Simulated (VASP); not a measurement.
# Si (R-3m) in VASP: a series of runs, part 2 of 2

VASP 6.6.1. Earlier steps stand in the parts before.

### Step 3. Dielectric tensor, r2SCAN (epitaxial 111 strain +3.0%)

Contents of INCAR:

```
ALGO = Normal ; EDIFF = 1E-8
ENCUT = 520 ; ISIF = 2
ISMEAR = 0 ; LASPH = T
LCALCEPS = T ; LCHARG = F
LMIXTAU = T ; LREAL = F
LWAVE = F ; METAGGA = R2SCAN
NELM = 100 ; PREC = Accurate
SIGMA = 0.01
```

Contents of KPOINTS:

```
k-points
0
Gamma
  6 6 6
```

Contents of POSCAR:

```
Si
1.0
   -0.0755118157      2.7282706468      2.7282706468
    2.7282706468     -0.0755118157      2.7282706468
    2.7282706468      2.7282706468     -0.0755118157
Si
2
Direct
   -0.0016041212     -0.0016041212     -0.0016041212
    0.2516041212      0.2516041212      0.2516041212
```

Potentials or basis: VASP PAW PBE potentials, release 64 (Si).

Run with:

```bash
> cat potpaw_PBE.64/Si/POTCAR > POTCAR
> mpirun -np 1 vasp_std > vasp.out
```

OUTCAR:

```text
EDIFF = 1E-8
   ENCUT = 520
   ISIF = 2
   ISMEAR = 0
   LASPH = T
   LREAL = F
   METAGGA = R2SCAN
   NELM = 100
   PREC = Accurate

 ion  position               nearest neighbor table
   1  0.998  0.998  0.998-   2 2.36   2 2.41   2 2.41   2 2.41
   2  0.252  0.252  0.252-   1 2.36   1 2.41   1 2.41   1 2.41

  LATTYP: Found a trigonal (rhomboedric) cell.
 ALAT       =     3.8590961997
 COS(alpha) =     0.4721416204

  Lattice vectors:

 A1 = (  -0.0755118157,   2.7282706468,   2.7282706468)
 A2 = (   2.7282706468,  -0.0755118157,   2.7282706468)
 A3 = (   2.7282706468,   2.7282706468,  -0.0755118157)

Analysis of symmetry for initial positions (statically):
=====================================================================
 Subroutine PRICEL returns:
 Original cell was already a primitive cell.

 Routine SETGRP: Setting up the symmetry group for a
 trigonal (rhombohedral) supercell.

 Subroutine GETGRP returns: Found 12 space group operations
 (whereof  6 operations were pure point group operations)
 out of a pool of 12 trial point group operations.

The static configuration has the point symmetry C_3v.
 The point group associated with its full space group is D_3d.

Analysis of symmetry for dynamics (positions and initial velocities):
=====================================================================
 Subroutine PRICEL returns:
 Original cell was already a primitive cell.

 Routine SETGRP: Setting up the symmetry group for a
 trigonal (rhombohedral) supercell.

 Subroutine GETGRP returns: Found 12 space group operations
 (whereof  6 operations were pure point group operations)
 out of a pool of 12 trial point group operations.

The dynamic configuration has the point symmetry C_3v.
 The point group associated with its full space group is D_3d.

 Subroutine INISYM returns: Found 12 space group operations
 (whereof  6 operations are pure point group operations),
 and found     1 'primitive' translations

----------------------------------------------------------------------------------------

                                     Primitive cell

  volume of cell :      42.3013

  direct lattice vectors                    reciprocal lattice vectors
    -0.075511816  2.728270647  2.728270647    -0.175828019  0.180833032  0.180833032
     2.728270647 -0.075511816  2.728270647     0.180833032 -0.175828019  0.180833032
     2.728270647  2.728270647 -0.075511816     0.180833032  0.180833032 -0.175828019

  length of vectors
     3.859096200  3.859096200  3.859096200     0.310349260  0.310349260  0.310349260

  position of ions in fractional coordinates (direct lattice)
     0.998395879  0.998395879  0.998395879
     0.251604121  0.251604121  0.251604121

  ion indices of the primitive-cell ions
   primitive index   ion index
                 1           1
                 2           2

----------------------------------------------------------------------------------------

 KPOINTS: k-points

Automatic generation of k-mesh.
 Grid dimensions read from file:
 generate k-points for:    6    6    6

[... 80 lines left out ...]
   IALGO  =     38    algorithm
   IMIX   =      4    mixing-type and parameters
     AMIX     =   0.40;   BMIX     =  1.00
     AMIX_MAG =   1.60;   BMIX_MAG =  1.00
  volume/ion in A,a.u.               =      21.15       142.73
  Fermi-wavevector in a.u.,A,eV,Ry     =   0.939695  1.775766 12.014303  0.883026
  Thomas-Fermi vector in A             =   2.067033
   LORBIT       =      0    0 simple, 1 ext, 2 COOP (PROOUT), +10 PAW based schemes
   METAGGA = R2SCAN    functional components
   LHFCALC =     F    Hartree Fock is set to
   AEXX    =    0.0000 exact exchange contribution
   IVDW    =     0    specifies the selected vdW correction
   LEPSILON=     F    determine dielectric tensor
   LRPA    =     F    only Hartree local field effects (RPA)
   LRPA       =     F
 non-spin polarized calculation
 Gauss-broadening in eV      SIGMA  =   0.01
  energy-cutoff  :      520.00
  volume of cell :       42.30
 maximum number of plane-waves:      1163
 NGX is ok and might be reduce to    30
   NGX = 15   NGY = 15   NGZ = 15

 Total electronic dipole moment: p[elc]=(     0.00000     0.00000     0.00000 ) |e| Angst

 number of electron       8.0000000 magnetization

 Free energy of the ion-electron system (eV)
  ---------------------------------------------------
  ext. energy  EPLUGINS =         0.00000000
  ---------------------------------------------------
  free energy    TOTEN  =       -17.47743266 eV

  energy without entropy =      -17.47743266  energy(sigma->0) =      -17.47743266

 E-fermi :   5.4805     XC(G=0):  -9.6353

 val. band max:        5.4063353652   @ k =   0.0000   0.0000   0.0000
 cond. band min:   10000.0000000000   @ k =   0.0000   0.0000   0.0000
 fundamental gap:   9994.5936646348
 Fermi energy:         5.4804913395

 k-point     1 :       0.0000    0.0000    0.0000
  band No.  band energies     occupation
      1      -6.9456      2.00000
      2       5.0992      2.00000
      3       5.0992      2.00000
      4       5.4063      2.00000
      5   10000.0000      0.00000
      6   10000.0000      0.00000
      7   10000.0000      0.00000
      8   10000.0000      0.00000
[... 243 lines left out ...]
 k-point    24 :      -0.3333    0.5000    0.1667
  band No.  band energies     occupation
      1      -2.7737      2.00000
      2      -2.5596      2.00000
      3       1.5244      2.00000
      4       1.6878      2.00000
      5   10000.0000      0.00000
      6   10000.0000      0.00000
      7   10000.0000      0.00000
      8   10000.0000      0.00000

 [... further k-points ...]

------------------------ aborting loop because EDIFF is reached ----------------------------------------

            Ionic dipole moment: p[ion]=(     5.38103     5.38103     5.38103 ) |e| Angst

 Total electronic dipole moment: p[elc]=(    -0.00050    -0.00050     0.02449 ) |e| Angst

 MACROSCOPIC STATIC DIELECTRIC TENSOR (including local field effects)
 ------------------------------------------------------
          11.474076    -0.213339    -0.213339
          -0.213339    11.474076    -0.213339
          -0.213339    -0.213339    11.474076
 ------------------------------------------------------

 PIEZOELECTRIC TENSOR (including local field effects) (e Angst)
          XX          YY          ZZ          XY          YZ          ZX
  --------------------------------------------------------------------------------
  x     0.00000     0.00000     0.00000     0.00000    -0.00000    -0.00000
  y     0.00000     0.00000     0.00000     0.00000    -0.00000     0.00000
  z     0.00000     0.00000    -0.00000     0.00000    -0.00000     0.00000

 PIEZOELECTRIC TENSOR (including local field effects) (C/m^2)
          XX          YY          ZZ          XY          YZ          ZX
  --------------------------------------------------------------------------------
  x     0.00000     0.00000     0.00000     0.00000    -0.00000    -0.00000
  y     0.00000     0.00000     0.00000     0.00000    -0.00000     0.00000
  z     0.00000     0.00000    -0.00000     0.00000    -0.00000     0.00000

 BORN EFFECTIVE CHARGES (including local field effects) (in |e|, cummulative output)
 ---------------------------------------------------------------------------------
 ion    1
    1     0.00000     0.00000     0.00000
    2     0.00000     0.00000     0.00000
    3     0.00000     0.00000    -0.00000
 ion    2
    1    -0.00000    -0.00000    -0.00000
    2    -0.00000    -0.00000    -0.00000
    3    -0.00000    -0.00000     0.00000

  FORCE on cell =-STRESS in cart. coord.  units (eV):
  Direction    XX          YY          ZZ          XY          YZ          ZX
  --------------------------------------------------------------------------------------
  -------------------------------------------------------------------------------------
  Total       -1.1359627     -1.1359627     -1.1359627      0.5523843      0.5523843      0.5523843
  in kB      -43.0249778    -43.0249778    -43.0249778     20.9217467     20.9217467     20.9217467
  external PRESSURE =     -43.0249778 kB  Pullay stress =       0.0000000 kB

 VOLUME and BASIS-vectors are now :
 -----------------------------------------------------------------------------
  energy-cutoff  :      520.00
  volume of cell :       42.30
      direct lattice vectors                 reciprocal lattice vectors
    -0.075511816  2.728270647  2.728270647    -0.175828019  0.180833032  0.180833032
     2.728270647 -0.075511816  2.728270647     0.180833032 -0.175828019  0.180833032
     2.728270647  2.728270647 -0.075511816     0.180833032  0.180833032 -0.175828019

 POSITION                                       TOTAL-FORCE (eV/Angst)
 -----------------------------------------------------------------------------------
      5.37240      5.37240      5.37240         0.004413      0.004413      0.004413
      1.35389      1.35389      1.35389        -0.004413     -0.004413     -0.004413
 -----------------------------------------------------------------------------------
    total drift:                                0.000000      0.000000     -0.000000

  FREE ENERGIE OF THE ION-ELECTRON SYSTEM (eV)
  ---------------------------------------------------
  free  energy   TOTEN  =       -17.4774326570 eV

  energy  without entropy=      -17.4774326570  energy(sigma->0) =      -17.47743266
```

OSZICAR:

```text
N       E                     dE             d eps       ncg     rms          rms(c)
DAV:   1     0.466723865834E+00    0.46672E+00   -0.33797E+03   512   0.787E+02
DAV:   2    -0.182712267938E+02   -0.18738E+02   -0.17967E+02   768   0.829E+01
[... 13 lines left out ...]
DMP:  10    -0.174774324401E+02   -0.22966E-06   -0.14403E-06   544   0.200E-06   0.309E-06
DMP:  11    -0.174774325388E+02   -0.98669E-07   -0.75818E-07   544   0.121E-06   0.131E-06
DMP:  12    -0.174774325940E+02   -0.55192E-07   -0.46395E-07   544   0.717E-07   0.852E-07
DMP:  13    -0.174774326283E+02   -0.34357E-07   -0.25960E-07   544   0.361E-07   0.554E-07
DMP:  14    -0.174774326472E+02   -0.18877E-07   -0.13485E-07   544   0.183E-07   0.297E-07
DMP:  15    -0.174774326570E+02   -0.97392E-08   -0.72675E-08   544   0.998E-08   0.158E-07
   1 F= -.17477433E+02 E0= -.17477433E+02  d E =-.342489E-28
```

Wall time 35 min (1 thread of Intel Xeon 8259CL, shared host); peak memory 0.25 GiB.

Results:

```
Band gap on the k mesh                  : 0.61 eV (least direct gap 2.37 eV)
Electronic dielectric tensor (diagonal) : 11.47
Born charges (mean of the diagonal)     : Si +0.00 e
```

Levels at points of the mesh, in eV from the valence-band top:
| k point | band 1 | band 2 | band 3 | band 4 | band 5 | band 6 | band 7 | band 8 |
| --- | --- | --- | --- | --- | --- | --- | --- | --- |
| (0.00, 0.00, 0.00) | -12.35 | -0.31 | -0.31 | 0.00 | 2.37 | 2.37 | 2.46 | 3.50 |
| (0.50, 0.00, 0.00) | -10.11 | -7.23 | -1.41 | -1.28 | 1.60 | 3.34 | 3.61 | 8.12 |
| (0.50, 0.50, 0.00) | -8.25 | -8.12 | -3.24 | -2.89 | 0.61 | 1.02 | 9.97 | 10.20 |
| (0.50, 0.50, 0.50) | -9.81 | -7.17 | -1.64 | -1.64 | 1.03 | 3.22 | 3.22 | 7.70 |

Electronic dielectric tensor:
```
11.47 -0.21 -0.21
-0.21 11.47 -0.21
-0.21 -0.21 11.47
```

Born effective charge tensors (e):
atom 1, Si
```
0.00 0.00 0.00
0.00 0.00 0.00
0.00 0.00 0.00
```
atom 2, Si
```
0.00 0.00 0.00
0.00 0.00 0.00
0.00 0.00 0.00
```

Dipole moments of the cell (e·Å, modulo the quantum): ionic 5.381, 5.381, 5.381; electronic -0.001, -0.001, 0.024

Caveat: the cell differs from its parent crystal (epitaxial 111 strain +3.0%); the gap is small at this level, which inflates the dielectric constant; the PAW data sets were made with another functional, which shifts forces and pressure a little. A k mesh can miss the band edges.

The gap in the log of VASP goes by the Fermi energy; the results here count the filled bands.